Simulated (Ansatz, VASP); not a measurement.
HfC in VASP and in Ansatz

```
Hf C
1.0
     3.34287    0.00000    0.00000
    -1.67143    2.89501    0.00000
     0.00000    0.00000    5.20271
Hf C
2 2
Direct
  0.33333 0.66667 0.25000
  0.66667 0.33333 0.75000
  0.00000 0.00000 0.50000
  0.00000 0.00000 0.00000
```

Alike in both runs: functional PBEsol; k mesh 7 × 7 × 4; occupations fermi-dirac, width 0.05 eV; non-collinear spin, spin-orbit coupling.

|  | VASP | Ansatz |
| --- | --- | --- |
| version | VASP 6.6.1 | Ansatz 0.2.0 |
| potentials or method | VASP PAW PBE potentials, release 64 (Hf_pv, C), cutoff 520 eV | all-electron LAPW, relativistic spinors |
| task | single point | band structure |

Ansatz gave:

| Item | Value |
| --- | --- |
| pressure (GPa) | -7.8 |
| traceless stress, the component that is largest in VASP (GPa) | 3.64 |
| net moment per atom (μB) | 0.00 |

Q: Estimate VASP's values.

A: Pressure (GPa): -7.9; traceless stress, the component that is largest in VASP (GPa): 3.67; net moment per atom (μB): 0.00.

VASP's potentials were made for PBE, not for PBEsol. Ansatz ran all-electron here, and VASP with PAW potentials.

Noted on Ansatz's run: the k mesh is thin for a metal, which can move the energy by tens of meV per atom.
